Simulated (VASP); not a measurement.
Set up this calculation in VASP 6.6.1, as the native input.

| Item | Value |
| --- | --- |
| Task | single point |
| Functional | PBE |
| Dispersion | D3(BJ) |
| Potentials or basis | VASP PAW PBE potentials, release 64 (Tl_d) |
| Cutoff | 520 eV |
| k mesh | 15 × 15 × 8 |
| Occupations | gaussian, width 0.1 eV |
| Spin | no spin polarisation |
| Dipole correction | no |
| Further INCAR settings | ALGO = Fast; EDIFF = 1e-06; NBANDS = 20 |

The structure of Tl lies in POSCAR:

```
Tl
1.0
    3.4560000000      0.0000000000      0.0000000000
   -1.7280000000      2.9929837955      0.0000000000
    0.0000000000      0.0000000000      5.5250000000
Tl
2
Direct
    0.3333333333      0.6666666667      0.2500000000
    0.6666666667      0.3333333333      0.7500000000
```

One way to write it, as run:

INCAR

```
  PREC = Accurate
  ENCUT = 520
  EDIFF = 1E-6
  ISMEAR = 0
  SIGMA = 0.1
  LREAL = False
  LASPH = True
  NELM = 100
  ALGO = Fast
  ISIF = 2
  LWAVE = False
  LCHARG = False
  GGA = PE
  IVDW = 12
  NBANDS = 20
```

KPOINTS

```
regular mesh
0
Gamma
  15 15 8
```

Potentials or basis: VASP PAW PBE potentials, release 64 (Tl_d).

The run is started by

```console
$ cat potpaw_PBE.64/Tl_d/POTCAR > POTCAR
$ mpirun -np 1 vasp_std > vasp.out
```

Results of the run:

```yaml
Pressure: 1.1 GPa
Band_gap_on_the_k_mesh: zero (band 13 reaches 10.08 eV, above the bottom of band 14 at 4.38 eV)
Dispersion_energy_per_atom: -0.343 eV
```

Caveat: spin-orbit coupling is left out, which moves the levels of the heavy elements; pairwise dispersion overbinds metals, which lowers pressure and volume.

Wall time 66 s on 1 thread of Intel(R) Xeon(R) Platinum 8488C (Sapphire Rapids), on a shared host, peak memory 0.27 GiB.
